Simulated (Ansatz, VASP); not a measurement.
SiO2: VASP beside Ansatz

```
Si O
1.0
     5.08084    0.00000    0.00000
    -2.54042    4.40013    0.00000
     0.00000    0.00000    5.55879
Si O
3 6
Direct
  0.50000 0.00000 0.00000
  0.50000 0.50000 0.33333
  0.00000 0.50000 0.66667
  0.41594 0.20797 0.16667
  0.20797 0.41594 0.50000
  0.79203 0.20797 0.83333
  0.58406 0.79203 0.16667
  0.79203 0.58406 0.50000
  0.20797 0.79203 0.83333
```

Alike in both runs: functional PBEsol; k mesh 6 × 6 × 4; occupations gaussian, width 0.1 eV; no spin polarisation.

Ansatz relaxed the structure, and its values are those at the end. VASP's run is a single point on that final structure, the one shown.

|  | VASP | Ansatz |
| --- | --- | --- |
| version | VASP 6.6.1 | Ansatz 0.2.0 |
| potentials or method | VASP PAW PBE potentials, release 64 (Si, O), cutoff 520 eV | scalar-relativistic, plane waves, PAW |
| valence electrons in the cell | 48 | 48 |

Ansatz gave:

| Quantity | Value |
| --- | --- |
| gap on the k mesh at the Fermi level (eV) | 5.55 |
| least direct gap on the mesh (eV) | 5.74 |
| pressure (GPa) | 0.1 |
| rms of the force components (eV/Å) | 0.008 |

Problem. Estimate VASP's values.

Solution. gap on the k mesh at the Fermi level (eV): 5.55; least direct gap on the mesh (eV): 5.74; pressure (GPa): 0.6; rms of the force components (eV/Å): 0.011.

VASP's potentials were made for PBE, not for PBEsol. With one functional, cell and mesh, what is left measures potentials, basis and numerics.
